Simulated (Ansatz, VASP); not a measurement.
**Two plane-wave programs on Hg**

```
CELL_PARAMETERS angstrom
-1.81439 1.81439 1.81439
1.81439 -1.81439 1.81439
1.81439 1.81439 -1.81439
ATOMIC_POSITIONS crystal
Hg 0.00000 0.00000 0.00000
```

Alike in both runs: functional PBEsol; k mesh 15 × 15 × 15; occupations fermi-dirac, width 0.08 eV; no spin polarisation.

Ansatz relaxed the structure, and its values are those at the end. VASP's run is a single point on that final structure, the one shown.

|  | VASP | Ansatz |
| --- | --- | --- |
| version | VASP 6.6.1 | Ansatz 0.2.0 |
| potentials or method | VASP PAW PBE potentials, release 64 (Hg) | PAW with Ansatz's default frozen-core files, scalar-relativistic |
| plane-wave cutoff (eV) | 520 | 420 |
| valence electrons in the cell | 12 | 20 |

VASP gave:

```
pressure (GPa) : 0.3
```

Q: Estimate Ansatz's values.

A: Pressure (GPa): 0.0.

VASP's potentials were made for PBE, not for PBEsol. VASP's potentials hold 12 valence electrons a cell and Ansatz's 20, so a difference there can come from the potentials and not from the codes.

Spin-orbit coupling is off throughout.
